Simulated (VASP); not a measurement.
NdAgO4:

```
Nd Ag O
1.0
     0.00000    3.36861    3.36861
     3.36861    0.00000    3.36861
     3.36861    3.36861    0.00000
Nd Ag O
1 1 4
Direct
  0.75000 0.75000 0.75000
  0.00000 0.00000 0.00000
  0.37480 0.37480 0.87559
  0.87559 0.37480 0.37480
  0.37480 0.37480 0.37480
  0.37480 0.87559 0.37480
```

The cell was built from a structure type or drawn by symmetry, and may not be a known phase.

- Program: VASP 6.6.1
- Task: relaxation of cell and atoms
- Functional: PBE
- Potentials or basis: VASP PAW PBE potentials, release 64 (Nd_3, Ag, O), 4f in core
- Cutoff: 600 eV
- k mesh: 4 × 4 × 4
- Occupations: gaussian, width 0.1 eV
- Spin: no spin polarisation

At the start: pressure -7.5 GPa; volume 12.74 Å³/atom.

**Question.** How do energy, volume and symmetry change on relaxing?

**Answer.** Over 5 steps the energy falls by 23.1 meV/atom and the volume is 11.90 Å³/atom (-6.6 %); space group F-43m (No. 216, to 0.1 Å) before and after.

The path:
| step | energy change (eV) | largest force (eV/Å) | pressure (GPa) | volume (Å³) |
| --- | --- | --- | --- | --- |
| 1 | 0.0000 | 0.2751 | -7.55 | 76.45 |
| 2 | -0.1284 | 0.0349 | 2.48 | 70.00 |
| 3 | -0.1376 | 0.0924 | 0.14 | 71.23 |
| 4 | -0.1376 | 0.0969 | -0.05 | 71.33 |
| 5 | -0.1386 | 0.0261 | -0.12 | 71.39 |

Final structure:
```
Nd Ag O
1.0
     0.00000    3.29261    3.29261
     3.29261    0.00000    3.29261
     3.29261    3.29261    0.00000
Nd Ag O
1 1 4
Direct
  0.75000 0.75000 0.75000
  0.00000 0.00000 0.00000
  0.37607 0.37607 0.87179
  0.87179 0.37607 0.37607
  0.37607 0.37607 0.37607
  0.37607 0.87179 0.37607
```

Caveat: the k points lie up to 0.41 Å⁻¹ apart in the final cell; the run has no spin polarisation, though such a crystal can be magnetic.
